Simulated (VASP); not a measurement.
AlN: dielectric tensor with r2SCAN

AlN:

```
Al N
1.0
     3.10669    0.00000    0.00000
    -1.55335    2.69048    0.00000
     0.00000    0.00000    5.17774
Al N
2 2
Cartesian
  0.0000 1.7937 -0.0024
  1.5533 0.8968 2.5865
  0.0000 1.7937 1.9440
  1.5533 0.8968 4.5329
```

This cell differs from its parent crystal: uniaxial z strain +4.0%.

```json
{"Program": "VASP 6.6.1", "Task": "dielectric tensor", "Functional": "r2SCAN", "Potentials or basis": "VASP PAW PBE potentials, release 64 (Al, N)", "Cutoff": "520 eV", "k mesh": "9 × 9 × 4", "Occupations": "gaussian, width 0.01 eV", "Spin": "no spin polarisation", "Dipole correction": "no", "Further INCAR settings": "ALGO = Normal; EDIFF = 1e-08"}
```

- Band gap on the k mesh: 4.60 eV
- Electronic dielectric tensor (diagonal): 4.18, 4.18, 4.44
- Born charges (mean of the diagonal): Al +2.55; N -2.55 e

Levels at points of the mesh, in eV from the valence-band top:
```
           k point  band 4  band 5  band 6  band 7  band 8  band 9  band 10  band 11  band 12
(0.00, 0.00, 0.00)   -0.55   -0.55   -0.11    0.00    0.00    4.60     7.67    11.13    12.26
(0.00, 0.00, 0.50)   -3.40   -0.28   -0.28   -0.28   -0.28    7.12     7.12    10.91    10.91
```

Electronic dielectric tensor:
```
4.18 0.00 0.00
0.00 4.18 0.00
0.00 0.00 4.44
```

Born effective charge tensors (e):
atom 1, Al
```
2.50 0.00 0.00
0.00 2.50 0.00
0.00 0.00 2.64
```
atom 2, Al
```
2.50 0.00 0.00
0.00 2.50 0.00
0.00 0.00 2.64
```
atom 3, N
```
-2.50  0.00  0.00
 0.00 -2.50  0.00
 0.00  0.00 -2.64
```
atom 4, N
```
-2.50  0.00  0.00
 0.00 -2.50  0.00
 0.00  0.00 -2.64
```

Dipole moments of the cell (e·Å, modulo the quantum): ionic 0.000, 0.000, 14.248; electronic 0.000, 0.000, -0.139

It took 13 min on 1 thread of Intel(R) Xeon(R) 6975P-C (Granite Rapids), on a shared host, peak memory 0.45 GiB.

Caveat: the cell differs from its parent crystal (uniaxial z strain +4.0%).
